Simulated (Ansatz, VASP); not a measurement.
**GaSb in VASP and in Ansatz**

File INCAR:

```
SYSTEM = GaSb
ALGO = Normal
EDIFF = 1E-6
ENCUT = 520
GGA = PE
ISIF = 2
ISMEAR = 0
LASPH = .TRUE.
LCHARG = .FALSE.
LREAL = .FALSE.
LWAVE = .FALSE.
NBANDS = 16
NELM = 80
PREC = Accurate
SIGMA = 0.012
```

KPOINTS

```
k-points
0
G
  8 8 8
  0 0 0
```

POSCAR

```
GaSb
1.0
    0.0000000000      3.0590000000      3.0590000000
    3.0590000000      0.0000000000      3.0590000000
    3.0590000000      3.0590000000      0.0000000000
Sb Ga
1 1
Direct
    0.7500000000      0.7500000000      0.7500000000
    0.0000000000      0.0000000000      0.0000000000
```

input.yaml

```yaml
crystal:
  lattice:
    - [0.0, 3.059, 3.059]
    - [3.059, 0.0, 3.059]
    - [3.059, 3.059, 0.0]
  atoms:
    - { symbol: Sb, position: [0.75, 0.75, 0.75] }
    - { symbol: Ga, position: [0.0, 0.0, 0.0] }
kpoints:
  mp_grid: { grid: [8, 8, 8] }
scf:
  occupations: { method: gaussian, width: 0.012 }
hamiltonian:
  xc: pbe
  pseudopotentials: { kind: all_electron, lapw: { basis_error: 0.001 } }
output:
  forces: true
  stress: true
  eigenvalues: true
```

Alike in both runs: task single point; functional PBE; k mesh 8 × 8 × 8; occupations gaussian, width 0.012 eV; no spin polarisation.

|  | VASP | Ansatz |
| --- | --- | --- |
| version | VASP 6.6.1 | Ansatz 0.2.0 |
| potentials or method | VASP PAW PBE potentials, release 64 (Sb, Ga_d), cutoff 520 eV | all-electron LAPW, scalar-relativistic |

```tsv
	VASP	Ansatz	Ansatz less VASP
gap on the k mesh at the Fermi level (eV)	0.04	0.04	+0.003
least direct gap on the mesh (eV)	0.04	0.04	+0.003
pressure (GPa)	2.4	2.3	-0.07
```

Ansatz ran all-electron here, and VASP with PAW potentials.

Spin-orbit coupling is off throughout.
